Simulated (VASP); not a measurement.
Here is a VASP 6.6.1 calculation.

INCAR

```
PREC = Accurate
ENCUT = 520
EDIFF = 1E-6
ISMEAR = 0
SIGMA = 0.05
LREAL = F
LASPH = T
NELM = 150
ALGO = Normal
ISIF = 2
LWAVE = F
LCHARG = F
ISPIN = 2
MAGMOM = 2 2 2 0 0 0
LORBIT = 11
LMAXMIX = 4
LDAU = T
LDAUTYPE = 2
LDAUL = 2 -1
LDAUU = 2 0
LDAUJ = 0 0
LDAUPRINT = 1
GGA = CA
NBANDS = 37
```

File KPOINTS:

```
Automatic mesh
0
Gamma
  4 4 6
```

The input POSCAR:

```
TaN
1.0
    5.1960001500      0.0000000000      0.0000000000
   -2.5980000800      4.4998681300      0.0000000000
    0.0000000000      0.0000000000      2.9109996000
Ta N
3 3
Direct
    0.3333333333      0.6666666667      0.5000000000
    0.6666666667      0.3333333333      0.5000000000
    0.0000000000      0.0000000000      0.0000000000
    0.3928500000      0.0000000000      0.0000000000
    0.6071500000      0.6071500000      0.0000000000
    0.0000000000      0.3928500000      0.0000000000
```

Potentials or basis: VASP PAW LDA potentials, release 64 (Ta_pv, N).

Launch:

```bash
$ cat potpaw_LDA.64/Ta_pv/POTCAR potpaw_LDA.64/N/POTCAR > POTCAR
$ mpirun -np 1 vasp_std > vasp.out
```

Q: What does it give for the largest force?

A: 0.088 eV/Å.

Q: What does it give for the pressure?

A: -2.4 GPa.

Q: What does it give for the net moment?

A: 0.00 μB per cell.

Eigenvalues of the final occupation matrices:
| site | spin | trace | eigenvalues |
| --- | --- | --- | --- |
| site 1 d | 1 | 1.20 | 0.22 0.22 0.24 0.24 0.28 |
| site 1 d | 2 | 1.20 | 0.22 0.22 0.24 0.24 0.28 |
| site 2 d | 1 | 1.20 | 0.22 0.22 0.24 0.24 0.28 |
| site 2 d | 2 | 1.20 | 0.22 0.22 0.24 0.24 0.28 |
| site 3 d | 1 | 1.21 | 0.20 0.20 0.24 0.24 0.33 |
| site 3 d | 2 | 1.21 | 0.20 0.20 0.24 0.24 0.33 |

Caveat: spin-orbit coupling is left out, which moves the levels of the heavy elements.
